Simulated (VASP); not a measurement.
# CrCuC4N4 (P-43m) in VASP: a series of runs

The runs below take CrCuC4N4 through single point, with PBE.

Everything below comes from runs of VASP 6.6.1. Logs are shortened: lines on timing, memory, paths and dates and some standing lists are left out, and cuts for length are marked.

### 1 The cell of the first run

The structure is cubic, space group P-43m (No. 215). Conventional cell: a = 5.796 Å, b = 5.796 Å, c = 5.796 Å, α = 90.00°, β = 90.00°, γ = 90.00°. Cr (site symmetry -43m) has 4 N at 1.91 Å within 2.5 Å. Within 2.6 Å of Cu (site symmetry -43m) lie 4 C at 1.92 Å. C (site symmetry 3m) has 1 N at 1.18 Å within 1.6 Å. Within 1.6 Å of N (site symmetry 3m) lie 1 C at 1.18 Å.

### 2 Single point, PBE, collinear spin, ferromagnetic start

File INCAR:

```
SYSTEM = CrCuC4N4
ALGO = Normal ; EDIFF = 1E-6
ENCUT = 520 ; GGA = PE
ISIF = 2 ; ISMEAR = 0
ISPIN = 2 ; LASPH = .TRUE.
LCHARG = .TRUE. ; LELF = .TRUE.
LMAXMIX = 4 ; LORBIT = 11
LREAL = .FALSE. ; LVHAR = .TRUE.
LWAVE = .FALSE. ; MAGMOM = -3 -1 0 0 0 0 0 0 0 0
NBANDS = 44 ; NELM = 150
PREC = Accurate ; SIGMA = 0.1
```

File KPOINTS:

```
k-points
0
G
  4 4 4
  0 0 0
```

File POSCAR:

```
CrCuC4N4
1.0
    5.7958139723      0.0000000000      0.0000000000
    0.0000000000      5.7958139723      0.0000000000
    0.0000000000      0.0000000000      5.7958139723
Cr Cu C N
1 1 4 4
Direct
    0.5000000000      0.5000000000      0.5000000000
    0.0000000000      0.0000000000      0.0000000000
    0.1915964076      0.1915964076      0.1915964076
    0.1915964076      0.8084035924      0.8084035924
    0.8084035924      0.1915964076      0.8084035924
    0.8084035924      0.8084035924      0.1915964076
    0.3092702147      0.3092702147      0.3092702147
    0.3092702147      0.6907297853      0.6907297853
    0.6907297853      0.3092702147      0.6907297853
    0.6907297853      0.6907297853      0.3092702147
```

Potentials or basis: VASP PAW PBE potentials, release 64 (Cr_pv, Cu, C, N).

The run is started by

```bash
$ cat potpaw_PBE.64/Cr_pv/POTCAR potpaw_PBE.64/Cu/POTCAR potpaw_PBE.64/C/POTCAR potpaw_PBE.64/N/POTCAR > POTCAR
$ mpirun -np 1 vasp_std > vasp.out
```

OUTCAR:

```text
SYSTEM = CrCuC4N4
   EDIFF = 1E-6
   ENCUT = 520
   GGA = PE
   ISIF = 2
   ISMEAR = 0
   ISPIN = 2
   LASPH = .TRUE.
   LORBIT = 11
   LREAL = .FALSE.
   NELM = 150
   PREC = Accurate

 ion  position               nearest neighbor table
   1  0.500  0.500  0.500-   7 1.91   8 1.91   9 1.91  10 1.91
   2  0.000  0.000  0.000-   3 1.92   4 1.92   5 1.92   6 1.92
   3  0.192  0.192  0.192-   7 1.18   2 1.92
   4  0.192  0.808  0.808-   8 1.18   2 1.92
   5  0.808  0.192  0.808-   9 1.18   2 1.92
   6  0.808  0.808  0.192-  10 1.18   2 1.92
   7  0.309  0.309  0.309-   3 1.18   1 1.91
   8  0.309  0.691  0.691-   4 1.18   1 1.91
   9  0.691  0.309  0.691-   5 1.18   1 1.91
  10  0.691  0.691  0.309-   6 1.18   1 1.91

  LATTYP: Found a simple cubic cell.
 ALAT       =     5.7958139723

  Lattice vectors:

 A1 = (   5.7958139723,   0.0000000000,   0.0000000000)
 A2 = (   0.0000000000,   5.7958139723,   0.0000000000)
 A3 = (   0.0000000000,   0.0000000000,   5.7958139723)

Analysis of symmetry for initial positions (statically):
=====================================================================
 Subroutine PRICEL returns:
 Original cell was already a primitive cell.

 Routine SETGRP: Setting up the symmetry group for a
 simple cubic supercell.

 Subroutine GETGRP returns: Found 24 space group operations
 (whereof 24 operations were pure point group operations)
 out of a pool of 48 trial point group operations.

The static configuration has the point symmetry T_d .

Analysis of symmetry for dynamics (positions and initial velocities):
=====================================================================
 Subroutine PRICEL returns:
 Original cell was already a primitive cell.

 Routine SETGRP: Setting up the symmetry group for a
 simple cubic supercell.

 Subroutine GETGRP returns: Found 24 space group operations
 (whereof 24 operations were pure point group operations)
 out of a pool of 48 trial point group operations.

The dynamic configuration has the point symmetry T_d .

Analysis of structural, dynamic, and magnetic symmetry:
=====================================================================
 Subroutine PRICEL returns:
 Original cell was already a primitive cell.

 Routine SETGRP: Setting up the symmetry group for a
 simple cubic supercell.

 Subroutine GETGRP returns: Found 24 space group operations
 (whereof 24 operations were pure point group operations)
 out of a pool of 48 trial point group operations.

The overall configuration has the point symmetry T_d .

 Subroutine INISYM returns: Found 24 space group operations
 (whereof 24 operations are pure point group operations),
 and found     1 'primitive' translations

----------------------------------------------------------------------------------------

                                     Primitive cell

  volume of cell :     194.6899

  direct lattice vectors                    reciprocal lattice vectors
     5.795813972  0.000000000  0.000000000     0.172538319  0.000000000  0.000000000
     0.000000000  5.795813972  0.000000000     0.000000000  0.172538319  0.000000000
     0.000000000  0.000000000  5.795813972     0.000000000  0.000000000  0.172538319

  length of vectors
     5.795813972  5.795813972  5.795813972     0.172538319  0.172538319  0.172538319

  position of ions in fractional coordinates (direct lattice)
     0.500000000  0.500000000  0.500000000
     0.000000000  0.000000000  0.000000000
     0.191596408  0.191596408  0.191596408
     0.191596408  0.808403592  0.808403592
     0.808403592  0.191596408  0.808403592
     0.808403592  0.808403592  0.191596408
     0.309270215  0.309270215  0.309270215
     0.309270215  0.690729785  0.690729785
     0.690729785  0.309270215  0.690729785
     0.690729785  0.690729785  0.309270215

  ion indices of the primitive-cell ions
   primitive index   ion index
                 1           1
                 2           2
                 3           3
                 4           4
                 5           5
                 6           6
                 7           7
                 8           8
                 9           9
                10          10

----------------------------------------------------------------------------------------

 KPOINTS: k-points

Automatic generation of k-mesh.
 Grid dimensions read from file:
 generate k-points for:    4    4    4

 Generating k-lattice:

  Cartesian coordinates                     Fractional coordinates (reciprocal lattice)
     0.043134580  0.000000000  0.000000000     0.250000000  0.000000000  0.000000000
     0.000000000  0.043134580  0.000000000     0.000000000  0.250000000  0.000000000
     0.000000000  0.000000000  0.043134580     0.000000000  0.000000000  0.250000000

  Length of vectors
     0.043134580  0.043134580  0.043134580

  Shift w.r.t. Gamma in fractional coordinates (k-lattice)
     0.000000000  0.000000000  0.000000000

 Subroutine IBZKPT returns following result:
 ===========================================

 Found     10 irreducible k-points:

 Following reciprocal coordinates:
            Coordinates               Weight
  0.000000  0.000000  0.000000      1.000000
  0.250000  0.000000  0.000000      6.000000
  0.500000  0.000000  0.000000      3.000000
  0.250000  0.250000  0.000000     12.000000
  0.500000  0.250000  0.000000     12.000000
  0.500000  0.500000  0.000000      3.000000
  0.250000  0.250000  0.250000      8.000000
  0.500000  0.250000  0.250000     12.000000
  0.500000  0.500000  0.250000      6.000000
  0.500000  0.500000  0.500000      1.000000
   k-points           NKPTS =     10   k-points in BZ     NKDIM =     10   number of bands    NBANDS=     44
   number of dos      NEDOS =    301   number of ions     NIONS =     10
   total plane-waves  NPLWV = 110592
   dimension x,y,z NGX =    48 NGY =   48 NGZ =   48
   dimension x,y,z NGXF=    96 NGYF=   96 NGZF=   96
   ions per type =               1   1   4   4
   NGX,Y,Z   is equivalent  to a cutoff of  13.77, 13.77, 13.77 a.u.
   NGXF,Y,Z  is equivalent  to a cutoff of  27.54, 27.54, 27.54 a.u.
 SYSTEM =  CrCuC4N4
   PREC   = accura    normal or accurate (medium, high low for compatibility)
   ISTART =      0    job   : 0-new  1-cont  2-samecut
   ICHARG =      2    charge: 1-file 2-atom 10-const
   ISPIN  =      2    spin polarized calculation?
   LNONCOLLINEAR =      F non collinear calculations
   LSORBIT =      F    spin-orbit coupling
   LASPH  =      T    aspherical Exc in radial PAW
   ENCUT  =  520.0 eV  38.22 Ry    6.18 a.u.  10.78 10.78 10.78*2*pi/ulx,y,z
   NELM   =    150;   NELMIN=  2; NELMDL= -5     # of ELM steps
   EDIFF  = 0.1E-05   stopping-criterion for ELM
   LREAL  =      F    real-space projection
   EDIFFG = 0.1E-04   stopping-criterion for IOM
   NSW    =      0    number of steps for IOM
   IBRION =     -1    ionic relax: 0-MD 1-quasi-New 2-CG
   NFREE  =      0    steps in history (QN), initial steepest desc. (CG)
   ISIF   =      2    stress and relaxation
   ISYM   =      2    0-nonsym 1-usesym 2-fastsym
   POTIM  = 0.5000    time-step for ionic-motion
   TEBEG  =    0.0;   TEEND  =   0.0 temperature during run
   PSTRESS=    0.0 pullay stress
   NELECT =      59.0000    total number of electrons
   NUPDOWN=      -1.0000    fix difference up-down
   EMIN   =  10.00;   EMAX   =-10.00  energy-range for DOS
   EFERMI =   0.00;   METHOD = LEGACY
   ISMEAR =     0;   SIGMA  =   0.10  broadening in eV -4-tet -1-fermi 0-gaus
   EFERMI_NEDOS =   21; number of points for ismear=-14 and -15
   IALGO  =     38    algorithm
   IMIX   =      4    mixing-type and parameters
     AMIX     =   0.40;   BMIX     =  1.00
     AMIX_MAG =   1.60;   BMIX_MAG =  1.00
  volume/ion in A,a.u.               =      19.47       131.38
  Fermi-wavevector in a.u.,A,eV,Ry     =   1.099624  2.077989 16.451811  1.209174
  Thomas-Fermi vector in A             =   2.236022
   LORBIT       =     11    0 simple, 1 ext, 2 COOP (PROOUT), +10 PAW based schemes
   GGA     = PE    functional components
   LHFCALC =     F    Hartree Fock is set to
   AEXX    =    0.0000 exact exchange contribution
   IVDW    =     0    specifies the selected vdW correction
   LEPSILON=     F    determine dielectric tensor
   LRPA    =     F    only Hartree local field effects (RPA)
 spin polarized calculation
 Gauss-broadening in eV      SIGMA  =   0.10
  energy-cutoff  :      520.00
  volume of cell :      194.69
 maximum number of plane-waves:      5257
 NGX is ok and might be reduce to    48
   NGX = 21   NGY = 21   NGZ = 21

 number of electron      58.9999989 magnetization      -3.0006818

 Free energy of the ion-electron system (eV)
  ---------------------------------------------------
  ext. energy  EPLUGINS =         0.00000000
  ---------------------------------------------------
  free energy    TOTEN  =       -79.37663810 eV

  energy without entropy =      -79.32807840  energy(sigma->0) =      -79.35235825

 E-fermi :  -0.5250     XC(G=0):  -7.3676

 val. band max:       -0.5376373344   @ k =   0.2500   0.2500   0.0000
 cond. band min:      -0.5232370936   @ k =   0.5000   0.0000   0.0000
 fundamental gap:      0.0144002408
 Fermi energy:        -0.5250151341

 spin component 1

 k-point     1 :       0.0000    0.0000    0.0000
  band No.  band energies     occupation
      1     -42.8084      1.00000
      2     -42.8084      1.00000
      3     -42.8084      1.00000
      4     -18.4919      1.00000
      5     -18.3443      1.00000
      6     -18.3443      1.00000
[... 429 lines left out ...]
     40       4.6661      0.00000
     41       4.6661      0.00000
 Fermi energy:        -0.5250151341

 spin component 2

 k-point     1 :       0.0000    0.0000    0.0000
  band No.  band energies     occupation
      1     -45.5987      1.00000
      2     -45.5987      1.00000
      3     -45.5987      1.00000
      4     -18.5110      1.00000
      5     -18.3611      1.00000
      6     -18.3611      1.00000
[... 429 lines left out ...]
     40       4.5617      0.00000
     41       4.5617      0.00000
 [bands above 41 left out]

------------------------ aborting loop because EDIFF is reached ----------------------------------------

  FORCE on cell =-STRESS in cart. coord.  units (eV):
  Direction    XX          YY          ZZ          XY          YZ          ZX
  --------------------------------------------------------------------------------------
  -------------------------------------------------------------------------------------
  Total        0.2465253      0.2465253      0.2465253      0.0000000     -0.0000000      0.0000000
  in kB        2.0287509      2.0287509      2.0287509      0.0000000     -0.0000000      0.0000000
  external PRESSURE =       2.0287509 kB  Pullay stress =       0.0000000 kB

 VOLUME and BASIS-vectors are now :
 -----------------------------------------------------------------------------
  energy-cutoff  :      520.00
  volume of cell :      194.69
      direct lattice vectors                 reciprocal lattice vectors
     5.795813972  0.000000000  0.000000000     0.172538319  0.000000000  0.000000000
     0.000000000  5.795813972  0.000000000     0.000000000  0.172538319  0.000000000
     0.000000000  0.000000000  5.795813972     0.000000000  0.000000000  0.172538319

 POSITION                                       TOTAL-FORCE (eV/Angst)
 -----------------------------------------------------------------------------------
      2.89791      2.89791      2.89791        -0.000000     -0.000000     -0.000000
      0.00000      0.00000      0.00000        -0.000000     -0.000000     -0.000000
      1.11046      1.11046      1.11046        -0.148070     -0.148070     -0.148070
      1.11046      4.68536      4.68536        -0.148070      0.148070      0.148070
      4.68536      1.11046      4.68536         0.148070     -0.148070      0.148070
      4.68536      4.68536      1.11046         0.148070      0.148070     -0.148070
      1.79247      1.79247      1.79247         0.177010      0.177010      0.177010
      1.79247      4.00334      4.00334         0.177010     -0.177010     -0.177010
      4.00334      1.79247      4.00334        -0.177010      0.177010     -0.177010
      4.00334      4.00334      1.79247        -0.177010     -0.177010      0.177010
 -----------------------------------------------------------------------------------
    total drift:                                0.000000      0.000000      0.000000

  FREE ENERGIE OF THE ION-ELECTRON SYSTEM (eV)
  ---------------------------------------------------
  free  energy   TOTEN  =       -79.3766381026 eV

  energy  without entropy=      -79.3280784020  energy(sigma->0) =      -79.35235825

 total charge

# of ion       s       p       d       tot
------------------------------------------
    1        0.336   6.358   4.037  10.730
    2        0.460   0.671   9.059  10.190
    3        0.970   1.557   0.000   2.527
    4        0.970   1.557   0.000   2.527
    5        0.970   1.557   0.000   2.527
    6        0.970   1.557   0.000   2.527
    7        1.298   2.623   0.000   3.921
    8        1.298   2.623   0.000   3.921
    9        1.298   2.623   0.000   3.921
   10        1.298   2.623   0.000   3.921
--------------------------------------------------
tot          9.871  23.745  13.096  46.712

 magnetization (x)

# of ion       s       p       d       tot
------------------------------------------
    1       -0.019  -0.048  -2.600  -2.667
    2        0.002   0.016   0.015   0.034
    3       -0.006  -0.050   0.000  -0.056
    4       -0.006  -0.050   0.000  -0.056
    5       -0.006  -0.050   0.000  -0.056
    6       -0.006  -0.050   0.000  -0.056
    7        0.002   0.046   0.000   0.049
    8        0.002   0.046   0.000   0.049
    9        0.002   0.046   0.000   0.049
   10        0.002   0.046   0.000   0.049
--------------------------------------------------
tot         -0.031  -0.046  -2.584  -2.661
```

It took 5.8 min on 1 thread of Intel Xeon Platinum 8259CL at 2.50GHz (Skylake/Cascade Lake), shared host; peak memory 0.47 GiB.

What came out:

```
Free energy                                           : -79.3766 eV
Pressure                                              : 0.2 GPa
Largest force                                         : 0.307 eV/Å
Band gap on the k mesh                                : zero (filled and empty bands overlap)
Net moment                                            : -3.00 μB per cell
Site moments                                          : Cr -2.67; Cu +0.03; C -0.06; N +0.05 μB
Valence electrons inside the program's atomic spheres : Cr 10.73; Cu 10.19; C 2.53; N 3.92
```

Forces on the atoms (eV/Å):
```
Cr   0.000  0.000  0.000
Cu   0.000  0.000  0.000
C   -0.148 -0.148 -0.148
C   -0.148  0.148  0.148
C    0.148 -0.148  0.148
C    0.148  0.148 -0.148
N    0.177  0.177  0.177
N    0.177 -0.177 -0.177
N   -0.177  0.177 -0.177
N   -0.177 -0.177  0.177
```

Levels at points of the mesh, in eV from the Fermi level:
Spin up:
| k point | band 25 | band 26 | band 27 | band 28 | band 29 | band 30 | band 31 | band 32 |
| --- | --- | --- | --- | --- | --- | --- | --- | --- |
| (0.00, 0.00, 0.00) | -2.50 | -1.25 | -1.25 | -1.25 | 1.05 | 1.05 | 1.37 | 1.37 |
| (0.50, 0.00, 0.00) | -2.31 | -1.34 | -1.21 | -1.21 | 1.10 | 1.14 | 1.60 | 1.69 |
| (0.50, 0.50, 0.00) | -2.28 | -1.29 | -1.17 | -1.17 | 1.12 | 1.12 | 1.56 | 1.75 |
| (0.50, 0.50, 0.50) | -2.48 | -1.19 | -1.19 | -1.19 | 1.11 | 1.11 | 1.54 | 1.54 |
Spin down:
```
           k point  band 27  band 28  band 29  band 30  band 31  band 32  band 33  band 34  band 35  band 36
(0.00, 0.00, 0.00)    -1.30    -1.25    -1.25    -1.25    -0.16    -0.16    -0.16     4.03     4.03     4.03
(0.50, 0.00, 0.00)    -1.40    -1.34    -1.34    -0.77     0.00     0.21     0.21     3.88     3.88     4.19
(0.50, 0.50, 0.00)    -1.35    -1.29    -1.29    -0.81    -0.03     0.20     0.20     4.09     4.09     4.20
(0.50, 0.50, 0.50)    -1.19    -1.19    -1.18    -1.18    -0.10    -0.10    -0.10     4.29     4.29     4.29
```

Caveat: only a ferromagnetic start was run, and an antiferromagnetic order may lie lower in energy.

### 3 Single point, PBE, collinear spin, ferromagnetic start

This run uses another cell than the first one, of 20.63 Å³/atom.

File INCAR:

```
SYSTEM = CrCuC4N4
ALGO = Normal
EDIFF = 1E-6
ENCUT = 520
GGA = PE
ISIF = 2
ISMEAR = 0
ISPIN = 2
LASPH = .TRUE.
LCHARG = .FALSE.
LMAXMIX = 4
LORBIT = 11
LREAL = .FALSE.
LWAVE = .FALSE.
MAGMOM = -3 -1 0 0 0 0 0 0 0 0
NBANDS = 44
NELM = 150
PREC = Accurate
SIGMA = 0.1
```

KPOINTS is that of step 2.

File POSCAR:

```
CrCuC4N4
1.0
    5.9086026500      0.0000000000      0.0000000000
    0.0000000000      5.9086026500      0.0000000000
    0.0000000000      0.0000000000      5.9086026500
Cr Cu C N
1 1 4 4
Direct
    0.5000000000      0.5000000000      0.5000000000
    0.0000000000      0.0000000000      0.0000000000
    0.1873167900      0.1873167900      0.1873167900
    0.1873167900      0.8126832100      0.8126832100
    0.8126832100      0.1873167900      0.8126832100
    0.8126832100      0.8126832100      0.1873167900
    0.3016415900      0.3016415900      0.3016415900
    0.3016415900      0.6983584100      0.6983584100
    0.6983584100      0.3016415900      0.6983584100
    0.6983584100      0.6983584100      0.3016415900
```

Potentials or basis: VASP PAW PBE potentials, release 64 (Cr_pv, Cu, C, N).

The run is started by

```bash
$ cat potpaw_PBE.64/Cr_pv/POTCAR potpaw_PBE.64/Cu/POTCAR potpaw_PBE.64/C/POTCAR potpaw_PBE.64/N/POTCAR > POTCAR
$ mpirun -np 1 vasp_std > vasp.out
```

Run time: 7.7 min. Hardware: 1 thread of Intel Xeon Platinum 8259CL at 2.50GHz (Skylake/Cascade Lake), shared host; peak memory 0.47 GiB.

Results (log left out):

| Item | Value |
| --- | --- |
| Free energy | -79.0563 eV |
| Pressure | -0.7 GPa |
| Largest force | 2.225 eV/Å |
| Band gap on the k mesh | zero (filled and empty bands overlap) |
| Net moment | -3.00 μB per cell |
| Site moments | Cr -2.98; Cu +0.15; C -0.02; N +0.05 μB |
| Valence electrons inside the program's atomic spheres | Cr 10.44; Cu 10.20; C 2.56; N 3.91 |

Forces in eV/Å, atoms in the order of the input:
```
Cr   0.000  0.000  0.000
Cu   0.000  0.000  0.000
C   -0.561 -0.561 -0.561
C   -0.561  0.561  0.561
C    0.561 -0.561  0.561
C    0.561  0.561 -0.561
N    1.284  1.284  1.284
N    1.284 -1.284 -1.284
N   -1.284  1.284 -1.284
N   -1.284 -1.284  1.284
```

Levels at points of the mesh, in eV from the Fermi level:
Spin up:
```csv
k point,band 25,band 26,band 27,band 28,band 29,band 30,band 31,band 32
"(0.00, 0.00, 0.00)",-2.14,-0.86,-0.86,-0.86,1.61,1.61,1.80,1.80
"(0.50, 0.00, 0.00)",-1.98,-0.92,-0.83,-0.83,1.63,1.68,1.97,2.05
"(0.50, 0.50, 0.00)",-1.95,-0.90,-0.80,-0.80,1.65,1.65,1.96,2.07
"(0.50, 0.50, 0.50)",-2.10,-0.83,-0.83,-0.83,1.64,1.64,1.94,1.94
```
Spin down:
```
           k point  band 27  band 28  band 29  band 30  band 31  band 32  band 33  band 34  band 35  band 36
(0.00, 0.00, 0.00)    -1.10    -0.76    -0.76    -0.76    -0.15    -0.15    -0.15     4.43     4.43     4.43
(0.50, 0.00, 0.00)    -1.21    -0.93    -0.93    -0.46    -0.03     0.22     0.22     4.40     4.40     4.70
(0.50, 0.50, 0.00)    -1.18    -0.87    -0.87    -0.49    -0.05     0.19     0.19     4.68     4.69     4.69
(0.50, 0.50, 0.50)    -1.02    -0.71    -0.71    -0.71    -0.10    -0.10    -0.10     4.78     4.78     4.78
```

Caveat: only a ferromagnetic start was run, and an antiferromagnetic order may lie lower in energy; forces of over 1 eV/Å act on the atoms, so gaps and moduli don't describe the material at rest.
